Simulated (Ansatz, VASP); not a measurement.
## ScIn3: VASP beside Ansatz

```
Sc In
1.0
     4.44508    0.00000    0.00000
     0.00000    4.44508    0.00000
     0.00000    0.00000    4.44508
Sc In
1 3
Direct
  0.00000 0.00000 0.00000
  0.00000 0.50000 0.50000
  0.50000 0.00000 0.50000
  0.50000 0.50000 0.00000
```

Change from the starting cell: volume scaled by 0.99, crystal datasets.

Alike in both runs: task electric field gradients; functional PBEsol; k mesh 8 × 8 × 8; occupations fermi-dirac, width 0.08 eV; no spin polarisation.

|  | VASP | Ansatz |
| --- | --- | --- |
| version | VASP 6.6.1 | Ansatz 0.2.0 |
| potentials or method | VASP PAW PBE potentials, release 64 (Sc_sv, In_d), cutoff 520 eV | all-electron PAW with datasets made for the crystal, scalar-relativistic |

```tsv
	VASP	Ansatz	Ansatz less VASP
pressure (GPa)	0.4	0.4	-0.01
size of Vzz on the site where it differs most (V/Å²)	96.8	103.1	+6.25
```

VASP's potentials were made for PBE, not for PBEsol. Ansatz ran all-electron here, and VASP with PAW potentials.
